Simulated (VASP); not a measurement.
Set up this calculation in VASP 6.6.1, as the native input.

- Task: single point
- Functional: PBEsol
- Dispersion: D3(BJ)
- Potentials or basis: VASP PAW PBE potentials, release 64 (In_d, As)
- Cutoff: 520 eV
- k mesh: 6 × 6 × 6
- Occupations: gaussian, width 0.3 eV
- Spin: no spin polarisation
- Dipole correction: no
- Further INCAR settings: ALGO = Normal; EDIFF = 1e-06; NBANDS = 16

The structure of InAs lies in POSCAR:

```
InAs
1.0
    0.0000000000      2.8773040000      2.8773040000
    2.8773040000      0.0000000000      2.8773040000
    2.8773040000      2.8773040000      0.0000000000
In As
1 1
Direct
    0.5000000000      0.5000000000      0.5000000000
    0.0000000000      0.0000000000      0.0000000000
```

One way to write it, as run:

INCAR

```
PREC = Accurate ; ENCUT = 520
EDIFF = 1E-6 ; ISMEAR = 0
SIGMA = 0.3 ; LREAL = False
LASPH = True ; NELM = 80
ALGO = Normal ; ISIF = 2
LWAVE = False ; LCHARG = False
GGA = PS ; IVDW = 12
NBANDS = 16
```

KPOINTS

```
Automatic mesh
0
Gamma
  6 6 6
```

Potentials or basis: VASP PAW PBE potentials, release 64 (In_d, As).

Run with:

```bash
$ cat potpaw_PBE.64/In_d/POTCAR potpaw_PBE.64/As/POTCAR > POTCAR
$ mpirun -np 1 vasp_std > vasp.out
```

Results of the run:

The pressure is -5.6 GPa. The band gap on the k mesh is zero (band 9 reaches 6.17 eV, above the bottom of band 10 at 3.55 eV). The dispersion energy per atom is -0.363 eV.

Caveat: three body term missing; the PAW data sets were made with another functional, which shifts forces and pressure a little; spin-orbit coupling is left out, which moves the levels of the heavy elements; pairwise dispersion overbinds metals, which lowers pressure and volume.

It took 21 s on 1 thread of Intel Xeon 8259CL (shared host), peak memory 0.18 GiB.
